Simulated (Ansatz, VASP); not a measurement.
**Mg2GeN3: VASP beside Ansatz**

```
Mg Ge N
1.0
     3.00323    0.00000    0.00000
    -1.50162    2.60087    0.00000
     0.00000    0.00000    7.72850
Mg Ge N
2 1 3
Direct
  0.33333 0.66667 0.66742
  0.66667 0.33333 0.33258
  0.00000 0.00000 0.00000
  0.33333 0.66667 0.14382
  0.66667 0.33333 0.85618
  0.00000 0.00000 0.50000
```

Change from the starting cell: species swapped into the CaMn2Te3 type (P-3m1, No. 164).

Alike in both runs: functional PBE; k mesh 12 × 12 × 4; occupations gaussian, width 0.1 eV; no spin polarisation.

Ansatz relaxed the structure, and its values are those at the end. VASP's run is a single point on that final structure, the one shown.

|  | VASP | Ansatz |
| --- | --- | --- |
| version | VASP 6.6.1 | Ansatz 0.2.0 |
| potentials or method | VASP PAW PBE potentials, release 64 (Mg, Ge_d, N), cutoff 520 eV | scalar-relativistic, plane waves, PAW |
| valence electrons in the cell | 33 | 49 |

|  | VASP | Ansatz | Ansatz less VASP |
| --- | --- | --- | --- |
| gap on the k mesh at the Fermi level (eV) | none | none | - |
| pressure (GPa) | -0.3 | 0.0 | +0.33 |
| rms of the force components (eV/Å) | 0.013 | 0.002 | -0.0113 |

A gap of «none» marks a metal or a gap that the smearing closes. VASP's potentials hold 33 valence electrons a cell and Ansatz's 49, so a difference there can come from the potentials and not from the codes.
